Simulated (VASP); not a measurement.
# SnGe2 (P6/mmm) in VASP: further runs

The runs below take SnGe2 through single point, with PBE.

Program: VASP 6.6.1. These are calculated values, not measurements. Logs are shortened: lines on timing, memory, paths and dates and some standing lists are left out, and cuts for length are marked.

### 1 The cell of the first run

The structure is hexagonal, space group P6/mmm (No. 191). The conventional cell has a = 3.946 Å, b = 3.946 Å, c = 4.410 Å, α = 90.00°, β = 90.00°, γ = 120.00°. Sn (site symmetry 6/mmm) has 12 Ge at 3.17 Å and 6 Sn at 3.95 Å within 4.2 Å. Within 3.0 Å of Ge (site symmetry -6m2) lie 3 Ge at 2.28 Å.

The cell was generated, and may not be a known phase.

### 2 Single point, PBE

Input file INCAR:

```
SYSTEM = SnGe2
ALGO = Normal
EDIFF = 1E-6
ENCUT = 520
GGA = PE
ISIF = 2
ISMEAR = 0
LASPH = .True.
LCHARG = .False.
LREAL = .False.
LWAVE = .False.
NBANDS = 28
NELM = 100
PREC = Accurate
SIGMA = 0.1
```

Input file KPOINTS:

```
k-points
0
Gamma
  6 6 4
  0 0 0
```

Input file POSCAR:

```
SnGe2
1.0
    3.9463223700      0.0000000000      0.0000000000
   -1.9731611800      3.4176154200      0.0000000000
    0.0000000000      0.0000000000      4.4098586100
Sn Ge
1 2
Direct
    0.0000000000      0.0000000000      0.0000000000
    0.3333333300      0.6666666700      0.5000000000
    0.6666666700      0.3333333300      0.5000000000
```

Potentials or basis: VASP PAW PBE potentials, release 64 (Sn_d, Ge_d).

Run with:

```console
$ cat potpaw_PBE.64/Sn_d/POTCAR potpaw_PBE.64/Ge_d/POTCAR > POTCAR
$ mpirun -np 1 vasp_std > vasp.out
```

OUTCAR:

```text
SYSTEM = SnGe2
   EDIFF = 1E-6
   ENCUT = 520
   GGA = PE
   ISIF = 2
   ISMEAR = 0
   LASPH = .True.
   LREAL = .False.
   NELM = 100
   PREC = Accurate

 ion  position               nearest neighbor table
   1  0.000  0.000  0.000-   2 3.17   3 3.17   2 3.17   3 3.17   2 3.17   2 3.17   3 3.17   3 3.17
                             3 3.17   3 3.17   2 3.17   2 3.17
   2  0.333  0.667  0.500-   3 2.28   3 2.28   3 2.28   1 3.17   1 3.17   1 3.17   1 3.17   1 3.17
                             1 3.17
   3  0.667  0.333  0.500-   2 2.28   2 2.28   2 2.28   1 3.17   1 3.17   1 3.17   1 3.17   1 3.17
                             1 3.17

  LATTYP: Found a hexagonal cell.
 ALAT       =     3.9463223700
 C/A-ratio  =     1.1174603077

  Lattice vectors:

 A1 = (   3.9463223700,   0.0000000000,   0.0000000000)
 A2 = (  -1.9731611800,   3.4176154200,   0.0000000000)
 A3 = (   0.0000000000,   0.0000000000,   4.4098586100)

Analysis of symmetry for initial positions (statically):
=====================================================================
 Subroutine PRICEL returns:
 Original cell was already a primitive cell.

 Routine SETGRP: Setting up the symmetry group for a
 hexagonal supercell.

 Subroutine GETGRP returns: Found 24 space group operations
 (whereof 24 operations were pure point group operations)
 out of a pool of 24 trial point group operations.

The static configuration has the point symmetry D_6h.

Analysis of symmetry for dynamics (positions and initial velocities):
=====================================================================
 Subroutine PRICEL returns:
 Original cell was already a primitive cell.

 Routine SETGRP: Setting up the symmetry group for a
 hexagonal supercell.

 Subroutine GETGRP returns: Found 24 space group operations
 (whereof 24 operations were pure point group operations)
 out of a pool of 24 trial point group operations.

The dynamic configuration has the point symmetry D_6h.

 Subroutine INISYM returns: Found 24 space group operations
 (whereof 24 operations are pure point group operations),
 and found     1 'primitive' translations

----------------------------------------------------------------------------------------

                                     Primitive cell

  volume of cell :      59.4758

  direct lattice vectors                    reciprocal lattice vectors
     3.946322370  0.000000000  0.000000000     0.253400484  0.146300838  0.000000000
    -1.973161180  3.417615420  0.000000000     0.000000000  0.292601676  0.000000000
     0.000000000  0.000000000  4.409858610     0.000000000  0.000000000  0.226764640

  length of vectors
     3.946322370  3.946322364  4.409858610     0.292601676  0.292601676  0.226764640

  position of ions in fractional coordinates (direct lattice)
     0.000000000  0.000000000  0.000000000
     0.333333330  0.666666670  0.500000000
     0.666666670  0.333333330  0.500000000

  ion indices of the primitive-cell ions
   primitive index   ion index
                 1           1
                 2           2
                 3           3

----------------------------------------------------------------------------------------

 KPOINTS: k-points

Automatic generation of k-mesh.
 Grid dimensions read from file:
 generate k-points for:    6    6    4

 Generating k-lattice:

  Cartesian coordinates                     Fractional coordinates (reciprocal lattice)
     0.042233414  0.024383473  0.000000000     0.166666667  0.000000000  0.000000000
     0.000000000  0.048766946  0.000000000     0.000000000  0.166666667  0.000000000
     0.000000000  0.000000000  0.056691160     0.000000000  0.000000000  0.250000000

  Length of vectors
     0.048766946  0.048766946  0.056691160

  Shift w.r.t. Gamma in fractional coordinates (k-lattice)
     0.000000000  0.000000000  0.000000000

 Subroutine IBZKPT returns following result:
 ===========================================

 Found     21 irreducible k-points:

 Following reciprocal coordinates:
            Coordinates               Weight
  0.000000  0.000000  0.000000      1.000000
  0.166667  0.000000  0.000000      6.000000
  0.333333 -0.000000  0.000000      6.000000
  0.500000  0.000000  0.000000      3.000000
  0.166667  0.166667  0.000000      6.000000
  0.333333  0.166667  0.000000     12.000000
[... 13 lines left out ...]
  0.333333  0.166667  0.500000     12.000000
  0.333333  0.333333  0.500000      2.000000
   k-points           NKPTS =     21   k-points in BZ     NKDIM =     21   number of bands    NBANDS=     28
   number of dos      NEDOS =    301   number of ions     NIONS =      3
   total plane-waves  NPLWV =  32400
   dimension x,y,z NGX =    30 NGY =   30 NGZ =   36
   dimension x,y,z NGXF=    60 NGYF=   60 NGZF=   72
   ions per type =               1   2
   NGX,Y,Z   is equivalent  to a cutoff of  12.64, 12.64, 13.57 a.u.
   NGXF,Y,Z  is equivalent  to a cutoff of  25.28, 25.28, 27.14 a.u.
 SYSTEM =  SnGe2
   PREC   = accura    normal or accurate (medium, high low for compatibility)
   ISTART =      0    job   : 0-new  1-cont  2-samecut
   ICHARG =      2    charge: 1-file 2-atom 10-const
   ISPIN  =      1    spin polarized calculation?
   LNONCOLLINEAR =      F non collinear calculations
   LSORBIT =      F    spin-orbit coupling
   LASPH  =      T    aspherical Exc in radial PAW
   ENCUT  =  520.0 eV  38.22 Ry    6.18 a.u.   7.34  7.34  8.20*2*pi/ulx,y,z
   NELM   =    100;   NELMIN=  2; NELMDL= -5     # of ELM steps
   EDIFF  = 0.1E-05   stopping-criterion for ELM
   LREAL  =      F    real-space projection
   EDIFFG = 0.1E-04   stopping-criterion for IOM
   NSW    =      0    number of steps for IOM
   IBRION =     -1    ionic relax: 0-MD 1-quasi-New 2-CG
   NFREE  =      0    steps in history (QN), initial steepest desc. (CG)
   ISIF   =      2    stress and relaxation
   ISYM   =      2    0-nonsym 1-usesym 2-fastsym
   POTIM  = 0.5000    time-step for ionic-motion
   TEBEG  =    0.0;   TEEND  =   0.0 temperature during run
   PSTRESS=    0.0 pullay stress
   NELECT =      42.0000    total number of electrons
   NUPDOWN=      -1.0000    fix difference up-down
   EMIN   =  10.00;   EMAX   =-10.00  energy-range for DOS
   EFERMI =   0.00;   METHOD = LEGACY
   ISMEAR =     0;   SIGMA  =   0.10  broadening in eV -4-tet -1-fermi 0-gaus
   EFERMI_NEDOS =   21; number of points for ismear=-14 and -15
   IALGO  =     38    algorithm
   IMIX   =      4    mixing-type and parameters
     AMIX     =   0.40;   BMIX     =  1.00
     AMIX_MAG =   1.60;   BMIX_MAG =  1.00
  volume/ion in A,a.u.               =      19.83       133.79
  Fermi-wavevector in a.u.,A,eV,Ry     =   1.457844  2.754926 28.916595  2.125310
  Thomas-Fermi vector in A             =   2.574598
   LORBIT       =      0    0 simple, 1 ext, 2 COOP (PROOUT), +10 PAW based schemes
   GGA     = PE    functional components
   LHFCALC =     F    Hartree Fock is set to
   AEXX    =    0.0000 exact exchange contribution
   IVDW    =     0    specifies the selected vdW correction
   LEPSILON=     F    determine dielectric tensor
   LRPA    =     F    only Hartree local field effects (RPA)
 non-spin polarized calculation
 Gauss-broadening in eV      SIGMA  =   0.10
  energy-cutoff  :      520.00
  volume of cell :       59.48
 maximum number of plane-waves:      1636
 NGX is ok and might be reduce to    30
   NGX = 15   NGY = 15   NGZ = 17

 number of electron      42.0000022 magnetization

 Free energy of the ion-electron system (eV)
  ---------------------------------------------------
  ext. energy  EPLUGINS =         0.00000000
  ---------------------------------------------------
  free energy    TOTEN  =       -10.82141702 eV

  energy without entropy =      -10.81230376  energy(sigma->0) =      -10.81686039

 E-fermi :   8.7295     XC(G=0): -11.2150

 val. band max:        8.6665182896   @ k =   0.3333   0.3333   0.0000
 cond. band min:       8.7627050730   @ k =   0.0000   0.0000   0.0000
 fundamental gap:      0.0961867834
 Fermi energy:         8.7294943123

 k-point     1 :       0.0000    0.0000    0.0000
  band No.  band energies     occupation
      1     -16.8658      2.00000
      2     -16.8401      2.00000
      3     -16.8401      2.00000
      4     -16.7664      2.00000
      5     -16.7664      2.00000
      6     -16.6347      2.00000
[... 20 lines left out ...]
     27      15.5694      0.00000
     28      15.5694      0.00000

 k-point     2 :       0.1667    0.0000    0.0000
  band No.  band energies     occupation
      1     -16.9004      2.00000
      2     -16.8934      2.00000
      3     -16.8527      2.00000
      4     -16.7731      2.00000
      5     -16.7581      2.00000
      6     -16.5869      2.00000
[... 20 lines left out ...]
     27      14.3864      0.00000
     28      14.8819      0.00000

 k-point     3 :       0.3333   -0.0000    0.0000
  band No.  band energies     occupation
      1     -16.9712      2.00000
      2     -16.9621      2.00000
      3     -16.8416      2.00000
      4     -16.7856      2.00000
      5     -16.7372      2.00000
      6     -16.5902      2.00000
[... 20 lines left out ...]
     27      15.2069      0.00000
     28      16.0209      0.00000

 k-point     4 :       0.5000    0.0000    0.0000
  band No.  band energies     occupation
      1     -16.9999      2.00000
      2     -16.9885      2.00000
      3     -16.8353      2.00000
      4     -16.7914      2.00000
      5     -16.7228      2.00000
      6     -16.6069      2.00000
[... 485 lines left out ...]
     27      15.3927      0.00000
     28      16.5180      0.00000

 k-point    20 :       0.3333    0.1667    0.5000
  band No.  band energies     occupation
      1     -17.0412      2.00000
      2     -16.9270      2.00000
      3     -16.8501      2.00000
      4     -16.7968      2.00000
      5     -16.7107      2.00000
      6     -16.6186      2.00000
[... 20 lines left out ...]
     27      18.2355      0.00000
     28      18.7735      0.00000

 k-point    21 :       0.3333    0.3333    0.5000
  band No.  band energies     occupation
      1     -17.0710      2.00000
      2     -16.8825      2.00000
      3     -16.8825      2.00000
      4     -16.8045      2.00000
      5     -16.6645      2.00000
      6     -16.6645      2.00000
[... 20 lines left out ...]
     27      18.3815      0.00000
     28      18.7092      0.00000

------------------------ aborting loop because EDIFF is reached ----------------------------------------

  FORCE on cell =-STRESS in cart. coord.  units (eV):
  Direction    XX          YY          ZZ          XY          YZ          ZX
  --------------------------------------------------------------------------------------
  -------------------------------------------------------------------------------------
  Total        9.0923746      9.0923746      4.0885333      0.0000000      0.0000000      0.0000000
  in kB      244.9331048    244.9331042    110.1381329      0.0000004      0.0000000      0.0000000
  external PRESSURE =     200.0014473 kB  Pullay stress =       0.0000000 kB

 VOLUME and BASIS-vectors are now :
 -----------------------------------------------------------------------------
  energy-cutoff  :      520.00
  volume of cell :       59.48
      direct lattice vectors                 reciprocal lattice vectors
     3.946322370  0.000000000  0.000000000     0.253400484  0.146300838  0.000000000
    -1.973161180  3.417615420  0.000000000     0.000000000  0.292601676  0.000000000
     0.000000000  0.000000000  4.409858610     0.000000000  0.000000000  0.226764640

 POSITION                                       TOTAL-FORCE (eV/Angst)
 -----------------------------------------------------------------------------------
      0.00000      0.00000      0.00000         0.000000      0.000000      0.000000
     -0.00000      2.27841      2.20493         0.000000     -0.000000      0.000000
      1.97316      1.13921      2.20493        -0.000000      0.000000     -0.000000
 -----------------------------------------------------------------------------------
    total drift:                               -0.000000      0.000000      0.000000

  FREE ENERGIE OF THE ION-ELECTRON SYSTEM (eV)
  ---------------------------------------------------
  free  energy   TOTEN  =       -10.8214170244 eV

  energy  without entropy=      -10.8123037637  energy(sigma->0) =      -10.81686039
```

Run time: 27 s. Hardware: 1 thread of Intel Xeon Platinum 8259CL at 2.50GHz (Skylake/Cascade Lake), shared host; peak memory 0.19 GiB.

Results:

| Property | Result |
| --- | --- |
| Free energy | -10.8214 eV |
| Pressure | 20.0 GPa |
| Band gap on the k mesh | zero (bands 21 and 22 overlap by 2.29 eV) |

Levels at points of the mesh, in eV from the Fermi level:
```
           k point  band 17  band 18  band 19  band 20  band 21  band 22  band 23  band 24  band 25  band 26
(0.00, 0.00, 0.00)    -5.98    -5.18    -2.56    -2.56    -1.42     0.03     0.03     3.57     5.56     6.49
(0.50, 0.00, 0.00)   -10.58    -5.21    -4.86    -1.82    -1.50    -0.84     0.20     3.26     3.55     7.00
(0.00, 0.00, 0.50)    -9.84    -2.43    -2.43    -1.01     1.46     1.84     1.92     1.92     2.46     2.46
(0.50, 0.00, 0.50)    -9.71    -7.28    -5.49    -4.22    -1.99     0.49     0.59     5.99     6.11     8.84
```

Caveat: the stress differs along the axes, from 11 to 24 GPa; spin-orbit coupling is left out, which moves the levels of the heavy elements.

### 3 Single point, PBE

This run uses another cell than the first one, of 23.30 Å³/atom.

Input file INCAR:

```
SYSTEM = SnGe2
ALGO = Normal ; EDIFF = 1E-6
ENCUT = 520 ; GGA = PE
ISIF = 2 ; ISMEAR = 0
LASPH = .TRUE. ; LCHARG = .FALSE.
LREAL = .FALSE. ; LWAVE = .FALSE.
NBANDS = 28 ; NELM = 80
PREC = Accurate ; SIGMA = 0.1
```

Input file KPOINTS:

```
k-points
0
G
  6 6 4
  0 0 0
```

Input file POSCAR:

```
SnGe2
1.0
    4.5918279448     -0.0000000034      0.0000000000
   -2.2959139695      3.9766396517      0.0000000000
    0.0000000000      0.0000000000      3.8275419540
Sn Ge
1 2
Direct
    0.0000000000      0.0000000000      0.0000000000
    0.3333333333      0.6666666667      0.5000000000
    0.6666666667      0.3333333333      0.5000000000
```

Potentials or basis: VASP PAW PBE potentials, release 64 (Sn_d, Ge_d).

Run with:

```console
$ cat potpaw_PBE.64/Sn_d/POTCAR potpaw_PBE.64/Ge_d/POTCAR > POTCAR
$ mpirun -np 1 vasp_std > vasp.out
```

It took 28 s on 1 thread of Intel Xeon Platinum 8259CL at 2.50GHz (Skylake/Cascade Lake), shared host; peak memory 0.19 GiB.

It converged, with:

```yaml
Free_energy: -11.9792 eV
Pressure: 0.0 GPa
Band_gap_on_the_k_mesh: zero (bands 21 and 22 overlap by 2.33 eV)
```

Levels at points of the mesh, in eV from the Fermi level:
| k point | band 17 | band 18 | band 19 | band 20 | band 21 | band 22 | band 23 | band 24 | band 25 | band 26 |
| --- | --- | --- | --- | --- | --- | --- | --- | --- | --- | --- |
| (0.00, 0.00, 0.00) | -4.38 | -4.06 | -2.08 | -2.08 | -1.37 | -1.06 | -1.06 | 3.51 | 5.19 | 6.44 |
| (0.50, 0.00, 0.00) | -9.33 | -5.54 | -4.07 | 0.94 | 1.26 | 1.94 | 1.95 | 3.95 | 4.43 | 5.13 |
| (0.00, 0.00, 0.50) | -7.87 | -3.29 | -1.49 | -1.49 | 0.75 | 0.83 | 1.52 | 1.52 | 1.82 | 1.82 |
| (0.50, 0.00, 0.50) | -7.71 | -6.41 | -4.14 | -2.64 | -2.39 | -0.11 | 0.37 | 5.05 | 6.05 | 6.25 |

Caveat: the k points lie up to 0.41 Å⁻¹ apart, too coarse for converged energies and pressures of a metal; spin-orbit coupling is left out, which moves the levels of the heavy elements.

The gap in the log of VASP goes by the Fermi energy; the results here count the filled bands.